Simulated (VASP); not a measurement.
Here is a VASP 6.6.1 calculation.

The input INCAR:

```
SYSTEM = MgS
PREC = Accurate
ENCUT = 600
EDIFF = 1E-7
ISMEAR = 0
SIGMA = 0.02
LREAL = .False.
LASPH = .True.
NELM = 120
ALGO = Normal
ISIF = 3
LWAVE = .False.
LCHARG = .False.
IBRION = 2
NSW = 100
EDIFFG = -0.002
GGA_COMPAT = .False.
NELMIN = 4
```

KPOINTS

```
Automatic mesh
0
Gamma
  8 8 8
  0 0 0
```

POSCAR

```
MgS
1.0
    0.0000000000      2.6043975600      2.6043975600
    2.6043975600      0.0000000000      2.6043975600
    2.6043975600      2.6043975600      0.0000000000
Mg S
1 1
Direct
    0.0000000000      0.0000000000      0.0000000000
    0.5000000000      0.5000000000      0.5000000000
```

Potentials or basis: VASP PAW LDA potentials, release 64 (Mg, S).

Launch:

```bash
$ cat potpaw_LDA.64/Mg/POTCAR potpaw_LDA.64/S/POTCAR > POTCAR
$ mpirun -np 1 vasp_std > vasp.out
```

Estimate the relaxed cell.

a = 3.619 Å, b = 3.619 Å, c = 3.619 Å, α = 60.00°, β = 60.00°, γ = 60.00°.

What does it give for the relaxed volume?

16.76 Å³/atom.

Step by step:
```tsv
step	energy change (eV)	largest force (eV/Å)	pressure (GPa)	volume (Å³)
1	0.0000	0.0000	-4.04	35.33
2	-0.0226	0.0000	1.07	33.10
3	-0.0239	0.0000	0.00	33.51
```
